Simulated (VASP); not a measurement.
# P (P6/mmm) in VASP: notebook

The runs below take P through single point, relaxation of cell and atoms, with PBE.

All numbers are computed with VASP 6.6.1; they aren't measurements. Logs are shortened: lines on timing, memory, paths and dates and some standing lists are left out, and cuts for length are marked.

### 1 The cell of the first run

The structure is hexagonal, space group P6/mmm (No. 191). Conventional cell: a = 2.316 Å, b = 2.316 Å, c = 2.172 Å, α = 90.00°, β = 90.00°, γ = 120.00°. P (site symmetry 6/mmm) has 8 P at 2.17 to 2.32 Å within 2.9 Å.

### 2 Single point, PBE

INCAR reads:

```
SYSTEM = P
ALGO = Normal
EDIFF = 1E-7
ENCUT = 520
GGA = PE
ISIF = 2
ISMEAR = -1
LASPH = .True.
LCHARG = .True.
LELF = .True.
LREAL = .False.
LVHAR = .True.
LWAVE = .False.
NBANDS = 8
NELM = 80
PREC = Accurate
SIGMA = 0.08
```

KPOINTS reads:

```
k-points
0
Gamma
  19 19 17
  0 0 0
```

POSCAR reads:

```
P
1.0
    2.3163869895      0.0000000000      0.0000000000
   -1.1581934948      2.0060499779      0.0000000000
    0.0000000000      0.0000000000      2.1719824053
P
1
Direct
    0.0000000000      0.0000000000      0.0000000000
```

Potentials or basis: VASP PAW PBE potentials, release 64 (P).

Launch:

```sh
$ cat potpaw_PBE.64/P/POTCAR > POTCAR
$ mpirun -np 1 vasp_std > vasp.out
```

OUTCAR:

```text
SYSTEM = P
   EDIFF = 1E-7
   ENCUT = 520
   GGA = PE
   ISIF = 2
   ISMEAR = -1
   LASPH = .True.
   LREAL = .False.
   NELM = 80
   PREC = Accurate

 ion  position               nearest neighbor table
   1  0.000  0.000  0.000-

  LATTYP: Found a hexagonal cell.
 ALAT       =     2.3163869895
 C/A-ratio  =     0.9376595600

  Lattice vectors:

 A1 = (   2.3163869895,   0.0000000000,   0.0000000000)
 A2 = (  -1.1581934948,   2.0060499779,   0.0000000000)
 A3 = (   0.0000000000,   0.0000000000,   2.1719824053)

Analysis of symmetry for initial positions (statically):
=====================================================================
 Subroutine PRICEL returns:
 Original cell was already a primitive cell.

 Routine SETGRP: Setting up the symmetry group for a
 hexagonal supercell.

 Subroutine GETGRP returns: Found 24 space group operations
 (whereof 24 operations were pure point group operations)
 out of a pool of 24 trial point group operations.

The static configuration has the point symmetry D_6h.

Analysis of symmetry for dynamics (positions and initial velocities):
=====================================================================
 Subroutine PRICEL returns:
 Original cell was already a primitive cell.

 Routine SETGRP: Setting up the symmetry group for a
 hexagonal supercell.

 Subroutine GETGRP returns: Found 24 space group operations
 (whereof 24 operations were pure point group operations)
 out of a pool of 24 trial point group operations.

The dynamic configuration has the point symmetry D_6h.

 Subroutine INISYM returns: Found 24 space group operations
 (whereof 24 operations are pure point group operations),
 and found     1 'primitive' translations

----------------------------------------------------------------------------------------

                                     Primitive cell

  volume of cell :      10.0927

  direct lattice vectors                    reciprocal lattice vectors
     2.316386990  0.000000000  0.000000000     0.431706794  0.249246034  0.000000000
    -1.158193495  2.006049978  0.000000000     0.000000000  0.498492067  0.000000000
     0.000000000  0.000000000  2.171982405     0.000000000  0.000000000  0.460408886

  length of vectors
     2.316386990  2.316386990  2.171982405     0.498492067  0.498492067  0.460408886

  position of ions in fractional coordinates (direct lattice)
     0.000000000  0.000000000  0.000000000

  ion indices of the primitive-cell ions
   primitive index   ion index
                 1           1

----------------------------------------------------------------------------------------

 KPOINTS: k-points

Automatic generation of k-mesh.
 Grid dimensions read from file:
 generate k-points for:   19   19   17

 Generating k-lattice:

  Cartesian coordinates                     Fractional coordinates (reciprocal lattice)
     0.022721410  0.013118212  0.000000000     0.052631579  0.000000000  0.000000000
     0.000000000  0.026236425  0.000000000     0.000000000  0.052631579  0.000000000
     0.000000000  0.000000000  0.027082876     0.000000000  0.000000000  0.058823529

  Length of vectors
     0.026236425  0.026236425  0.027082876

  Shift w.r.t. Gamma in fractional coordinates (k-lattice)
     0.000000000  0.000000000  0.000000000

 Subroutine IBZKPT returns following result:
 ===========================================

 Found    360 irreducible k-points:

 Following reciprocal coordinates:
            Coordinates               Weight
  0.000000  0.000000  0.000000      1.000000
  0.052632  0.000000  0.000000      6.000000
  0.105263  0.000000  0.000000      6.000000
  0.157895  0.000000  0.000000      6.000000
  0.210526  0.000000  0.000000      6.000000
  0.263158  0.000000  0.000000      6.000000
[... 16 lines left out ...]
  0.263158  0.105263  0.000000     12.000000
  0.315789  0.105263  0.000000     12.000000
 [... further k-points ...]
   k-points           NKPTS =    360   k-points in BZ     NKDIM =    360   number of bands    NBANDS=      8
   number of dos      NEDOS =    301   number of ions     NIONS =      1
   total plane-waves  NPLWV =   5184
   dimension x,y,z NGX =    18 NGY =   18 NGZ =   16
   dimension x,y,z NGXF=    36 NGYF=   36 NGZF=   32
   ions per type =               1
   NGX,Y,Z   is equivalent  to a cutoff of  12.92, 12.92, 12.25 a.u.
   NGXF,Y,Z  is equivalent  to a cutoff of  25.84, 25.84, 24.49 a.u.
 SYSTEM =  P
   PREC   = accura    normal or accurate (medium, high low for compatibility)
   ISTART =      0    job   : 0-new  1-cont  2-samecut
   ICHARG =      2    charge: 1-file 2-atom 10-const
   ISPIN  =      1    spin polarized calculation?
   LNONCOLLINEAR =      F non collinear calculations
   LSORBIT =      F    spin-orbit coupling
   LASPH  =      T    aspherical Exc in radial PAW
   ENCUT  =  520.0 eV  38.22 Ry    6.18 a.u.   4.31  4.31  4.04*2*pi/ulx,y,z
   NELM   =     80;   NELMIN=  2; NELMDL= -5     # of ELM steps
   EDIFF  = 0.1E-06   stopping-criterion for ELM
   LREAL  =      F    real-space projection
   EDIFFG = 0.1E-05   stopping-criterion for IOM
   NSW    =      0    number of steps for IOM
   IBRION =     -1    ionic relax: 0-MD 1-quasi-New 2-CG
   NFREE  =      0    steps in history (QN), initial steepest desc. (CG)
   ISIF   =      2    stress and relaxation
   ISYM   =      2    0-nonsym 1-usesym 2-fastsym
   POTIM  = 0.5000    time-step for ionic-motion
   TEBEG  =    0.0;   TEEND  =   0.0 temperature during run
   PSTRESS=    0.0 pullay stress
   NELECT =       5.0000    total number of electrons
   NUPDOWN=      -1.0000    fix difference up-down
   EMIN   =  10.00;   EMAX   =-10.00  energy-range for DOS
   EFERMI =   0.00;   METHOD = LEGACY
   ISMEAR =    -1;   SIGMA  =   0.08  broadening in eV -4-tet -1-fermi 0-gaus
   EFERMI_NEDOS =   21; number of points for ismear=-14 and -15
   IALGO  =     38    algorithm
   IMIX   =      4    mixing-type and parameters
     AMIX     =   0.40;   BMIX     =  1.00
     AMIX_MAG =   1.60;   BMIX_MAG =  1.00
  volume/ion in A,a.u.               =      10.09        68.11
  Fermi-wavevector in a.u.,A,eV,Ry     =   1.295374  2.447902 22.830485  1.677993
  Thomas-Fermi vector in A             =   2.426898
   LORBIT       =      0    0 simple, 1 ext, 2 COOP (PROOUT), +10 PAW based schemes
   GGA     = PE    functional components
[... 5 lines left out ...]
 non-spin polarized calculation
  energy-cutoff  :      520.00
  volume of cell :       10.09
 maximum number of plane-waves:       284
 NGX is ok and might be reduce to    18
   NGX =  9   NGY =  9   NGZ =  9

 number of electron       4.9999998 magnetization

 Free energy of the ion-electron system (eV)
  ---------------------------------------------------
  ext. energy  EPLUGINS =         0.00000000
  ---------------------------------------------------
  free energy    TOTEN  =        -4.16039130 eV

  energy without entropy =       -4.15193569  energy(sigma->0) =       -4.15616350

 E-fermi :  15.9789     XC(G=0): -13.0501

 val. band max:       15.9733729963   @ k =   0.3684   0.1053   0.1765
 cond. band min:      16.0153766017   @ k =   0.3684   0.2632   0.4118
 fundamental gap:      0.0420036054
 Fermi energy:        15.9788943173

 k-point     1 :       0.0000    0.0000    0.0000
  band No.  band energies     occupation
      1      -5.0621      2.00000
      2      22.0669      0.00000
      3      22.8749      0.00000
      4      25.5006      0.00000
      5      25.5006      0.00000
      6      28.2072      0.00000
      7      28.2072      0.00000
      8      35.6255      0.00000

 k-point     2 :       0.0526    0.0000    0.0000
  band No.  band energies     occupation
      1      -4.9641      2.00000
      2      21.6567      0.00000
      3      22.9562      0.00000
      4      24.8199      0.00000
      5      24.9144      0.00000
      6      28.2517      0.00000
      7      29.0618      0.00000
      8      36.6512      0.00000

 k-point     3 :       0.1053    0.0000    0.0000
  band No.  band energies     occupation
      1      -4.6703      2.00000
      2      20.2750      0.00000
      3      23.2000      0.00000
      4      23.6664      0.00000
      5      23.9881      0.00000
      6      28.3663      0.00000
      7      30.7353      0.00000
      8      38.7947      0.00000

 k-point     4 :       0.1579    0.0000    0.0000
  band No.  band energies     occupation
      1      -4.1815      2.00000
      2      18.1254      0.00000
      3      22.5537      0.00000
      4      23.3023      0.00000
      5      23.6052      0.00000
      6      28.6296      0.00000
      7      32.7103      0.00000
      8      40.0593      0.00000

 k-point     5 :       0.2105    0.0000    0.0000
  band No.  band energies     occupation
      1      -3.4994      2.00000
      2      15.7002      1.94042
      3      21.5727      0.00000
      4      22.7247      0.00000
      5      24.1697      0.00000
      6      29.1171      0.00000
      7      34.8871      0.00000
      8      40.8751      0.00000
[... 177 lines left out ...]
 k-point    22 :       0.2105    0.1053    0.0000
  band No.  band energies     occupation
      1      -2.3357      2.00000
      2      13.4739      2.00000
      3      17.0264      0.00000
      4      25.1277      0.00000
      5      25.5849      0.00000
      6      30.2647      0.00000
      7      35.7235      0.00000
      8      38.8479      0.00000

 k-point    23 :       0.2632    0.1053    0.0000
  band No.  band energies     occupation
      1      -1.2758      2.00000
      2      11.1342      2.00000
      3      16.2972      0.03672
      4      25.4522      0.00000
      5      25.9893      0.00000
      6      31.1368      0.00000
      7      37.0334      0.00000
      8      37.7522      0.00000

 k-point    24 :       0.3158    0.1053    0.0000
  band No.  band energies     occupation
      1      -0.0326      2.00000
      2       8.8981      2.00000
      3      15.7642      1.87205
      4      25.2604      0.00000
      5      26.9732      0.00000
      6      32.2307      0.00000
      7      35.2769      0.00000
      8      39.4066      0.00000

 [... further k-points ...]
[... 5 lines left out ...]
  --------------------------------------------------------------------------------------
  -------------------------------------------------------------------------------------
  Total        4.4678857      4.4678857      4.4687398     -0.0000000      0.0000000      0.0000000
  in kB      709.2567402    709.2567402    709.3923191     -0.0000000      0.0000000      0.0000000
  external PRESSURE =     709.3019332 kB  Pullay stress =       0.0000000 kB

 VOLUME and BASIS-vectors are now :
 -----------------------------------------------------------------------------
  energy-cutoff  :      520.00
  volume of cell :       10.09
      direct lattice vectors                 reciprocal lattice vectors
     2.316386990  0.000000000  0.000000000     0.431706794  0.249246034  0.000000000
    -1.158193495  2.006049978  0.000000000     0.000000000  0.498492067  0.000000000
     0.000000000  0.000000000  2.171982405     0.000000000  0.000000000  0.460408886

 POSITION                                       TOTAL-FORCE (eV/Angst)
 -----------------------------------------------------------------------------------
      0.00000      0.00000      0.00000         0.000000      0.000000      0.000000
 -----------------------------------------------------------------------------------
    total drift:                               -0.000000      0.000000     -0.000000

  FREE ENERGIE OF THE ION-ELECTRON SYSTEM (eV)
  ---------------------------------------------------
  free  energy   TOTEN  =        -4.1603912995 eV

  energy  without entropy=       -4.1519356944  energy(sigma->0) =       -4.15616350
```

It took 23 s on 1 thread of Intel Xeon Platinum 8175M at 2.50GHz (Skylake/Cascade Lake), shared host; peak memory 0.13 GiB.

What came out:

```
Free energy : -4.1604 eV
Pressure    : 70.9 GPa
```

Levels at points of the mesh, in eV from the Fermi level:
```tsv
k point	band 1	band 2	band 3	band 4	band 5
(0.00, 0.00, 0.00)	-21.04	6.09	6.90	9.52	9.52
```

### 3 Single point, PBE

INCAR reads:

```
SYSTEM = P
PREC = Accurate ; ENCUT = 520
EDIFF = 1E-6 ; ISMEAR = -1
SIGMA = 0.08 ; LREAL = .False.
LASPH = .True. ; NELM = 100
ALGO = Normal ; ISIF = 2
LWAVE = .False. ; LCHARG = .False.
GGA = PE ; NBANDS = 8
```

KPOINTS reads:

```
regular mesh
0
Gamma
  19 19 17
  0 0 0
```

POSCAR reads:

```
P
1.0
    2.3168497575      0.0000000000      0.0000000000
   -1.1584248788      2.0064507467      0.0000000000
    0.0000000000      0.0000000000      2.1721314017
P
1
Direct
    0.0000000000      0.0000000000      0.0000000000
```

Potentials or basis: VASP PAW PBE potentials, release 64 (P).

Launch:

```sh
$ cat potpaw_PBE.64/P/POTCAR > POTCAR
$ mpirun -np 1 vasp_std > vasp.out
```

Run time: 20 s. Hardware: 1 thread of Intel Xeon Platinum 8175M at 2.50GHz (Skylake/Cascade Lake), shared host; peak memory 0.13 GiB.

The run converged. Its results:

```
Free energy : -4.1625 eV
Pressure    : 70.8 GPa
```

Levels at points of the mesh, in eV from the Fermi level:
```
           k point  band 1  band 2  band 3  band 4  band 5
(0.00, 0.00, 0.00)  -21.03    6.09    6.90    9.51    9.51
```

### 4 Relaxation of cell and atoms, PBE, target pressure 72 GPa, at which the enthalpy is minimised

INCAR reads:

```
SYSTEM = P
ALGO = Normal
EDIFF = 1E-6
EDIFFG = -0.005
ENCUT = 600
GGA = PE
IBRION = 2
ISIF = 3
ISMEAR = -1
LASPH = .True.
LCHARG = .False.
LREAL = .False.
LWAVE = .False.
NELM = 60
NSW = 32
PREC = Accurate
PSTRESS = 720.0
SIGMA = 0.08
```

KPOINTS reads:

```
k-points
0
Gamma
  19 19 17
  0 0 0
```

POSCAR reads:

```
P
1.0
    2.3163869895      0.0000000000      0.0000000000
   -1.1581934948      2.0060499779      0.0000000000
    0.0000000000      0.0000000000      2.1719824053
P
1
Direct
    0.0000000000      0.0000000000      0.0000000000
```

Launch:

```sh
$ cat potpaw_PBE.64/P/POTCAR > POTCAR
$ mpirun -np 1 vasp_std > vasp.out
```

It took 14 s on 1 thread of Intel Xeon 6975P-C (Granite Rapids), shared host; peak memory 0.14 GiB.

Results (log left out):

| Property | Result |
| --- | --- |
| Free energy | -4.1458 eV |
| Relaxed volume | 10.06 Å³/atom |
| Relaxed cell | a = 2.314 Å, b = 2.314 Å, c = 2.170 Å, α = 90.00°, β = 90.00°, γ = 120.00° |
| Space group after relaxing (to 0.05 Å) | P6/mmm (No. 191) |
| Energy change on relaxing (the enthalpy is what falls) | +15.0 meV/atom |
| Ionic steps | 3 |
| Pressure after relaxing | 72.0 GPa |

Stress tensor (GPa, compression positive):
```
71.99  0.00  0.00
 0.00 71.99  0.00
 0.00  0.00 72.08
```

Step by step:
```
step  energy change (eV)  largest force (eV/Å)  pressure (GPa)  volume (Å³)
   1              0.0000                0.0000           70.94        10.09
   2              0.0441                0.0000           74.05        10.00
   3              0.0150                0.0000           72.02        10.06
```

Final structure:
```
P
1.0
     2.31381    0.00000    0.00000
    -1.15691    2.00382    0.00000
     0.00000    0.00000    2.16956
P
1
Direct
  0.00000 0.00000 0.00000
```

Levels at points of the mesh, in eV from the Fermi level:
```
           k point  band 1  band 2  band 3  band 4  band 5  band 6
(0.00, 0.00, 0.00)  -21.08    6.08    6.92    9.56    9.56   12.24
```

Caveat: the cell is relaxed towards a set pressure, so the enthalpy falls and the energy may rise.

(Continued in part 2 of 2.)
